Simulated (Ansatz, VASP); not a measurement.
**One calculation of SiC, two programs**

```
Si C
1.0
     0.00000    2.19828    2.19828
     2.19828    0.00000    2.19828
     2.32065    2.32065   -0.12237
Si C
1 1
Direct
  0.00000 0.00000 0.00000
  0.75000 0.75000 0.75000
```

Alike in both runs: task single point; functional PBE; k mesh 12 × 12 × 12; occupations gaussian, width 0.05 eV; no spin polarisation.

|  | VASP | Ansatz |
| --- | --- | --- |
| version | VASP 6.6.1 | Ansatz 0.2.0 |
| potentials or method | VASP PAW PBE potentials, release 64 (Si, C), cutoff 520 eV | scalar-relativistic, plane waves, PAW |
| valence electrons in the cell | 8 | 8 |

|  | VASP | Ansatz | Ansatz less VASP |
| --- | --- | --- | --- |
| gap on the k mesh at the Fermi level (eV) | 1.21 | 1.21 | +0.004 |
| least direct gap on the mesh (eV) | 3.76 | 3.76 | -0.001 |
| pressure (GPa) | -14.7 | -14.7 | 0.00 |
| traceless stress, the component that is largest in VASP (GPa) | -10.36 | -10.31 | +0.052 |
| rms of the force components (eV/Å) | 0.034 | 0.033 | -0.0009 |

Atom by atom the forces differ by 0.001 eV/Å (rms over components). With one functional, cell and mesh, what is left measures potentials, basis and numerics.
